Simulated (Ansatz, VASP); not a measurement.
## Two plane-wave programs on Al

```
Al
1.0
    -1.51166    1.51166    1.67078
     1.51166   -1.51166    1.67078
     1.51166    1.51166   -1.67078
Al
1
Direct
  0.00000 0.00000 0.00000
```

Change from the starting cell: strain -0.050 along x and y, +0.050 along z, atoms carried along.

Alike in both runs: task single point; functional LDA; k mesh 20 × 20 × 20; occupations gaussian, width 0.15 eV; no spin polarisation.

|  | VASP | Ansatz |
| --- | --- | --- |
| version | VASP 6.6.1 | Ansatz 0.2.0 |
| potentials or method | VASP PAW LDA potentials, release 64 (Al), cutoff 520 eV | scalar-relativistic, plane waves, PAW |
| valence electrons in the cell | 3 | 3 |

|  | VASP | Ansatz | Ansatz less VASP |
| --- | --- | --- | --- |
| gap on the k mesh at the Fermi level (eV) | none | none | - |
| pressure (GPa) | 5.0 | 4.9 | -0.10 |
| traceless stress, the component that is largest in VASP (GPa) | 3.26 | 3.24 | -0.022 |

LDA's correlation is that of Perdew and Zunger in VASP and of Perdew and Wang (1992) in Ansatz. A gap of «none» marks a metal or a gap that the smearing closes.
